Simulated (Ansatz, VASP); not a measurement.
# Two plane-wave programs on TaN

```
CELL_PARAMETERS angstrom
2.95746 0.00000 0.00000
-1.47873 2.56123 0.00000
0.00000 0.00000 2.90209
ATOMIC_POSITIONS crystal
Ta 0.00000 0.00000 0.50000
N 0.66667 0.33333 0.00000
```

Alike in both runs: task single point; functional r2SCAN; k mesh 10 × 10 × 9; occupations fermi-dirac, width 0.05 eV; no spin polarisation.

|  | VASP | Ansatz |
| --- | --- | --- |
| version | VASP 6.6.1 | Ansatz 0.2.0 |
| potentials or method | VASP PAW PBE potentials, release 64 (Ta_sv_GW, N) | Ansatz PAW |
| plane-wave cutoff (eV) | 660 | 500 |
| valence electrons in the cell | 18 | 18 |

|  | VASP | Ansatz | Ansatz less VASP |
| --- | --- | --- | --- |
| gap on the k mesh at the Fermi level (eV) | none | none | - |
| pressure (GPa) | -7.2 | -7.1 | +0.11 |
| traceless stress, the component that is largest in VASP (GPa) | 0.00 | -0.08 | -0.086 |

VASP's potentials were made for PBE, not for r2SCAN. A gap of «none» marks a metal or a gap that the smearing closes. With one functional, cell and mesh, what is left measures potentials, basis and numerics.

Spin-orbit coupling is off throughout.
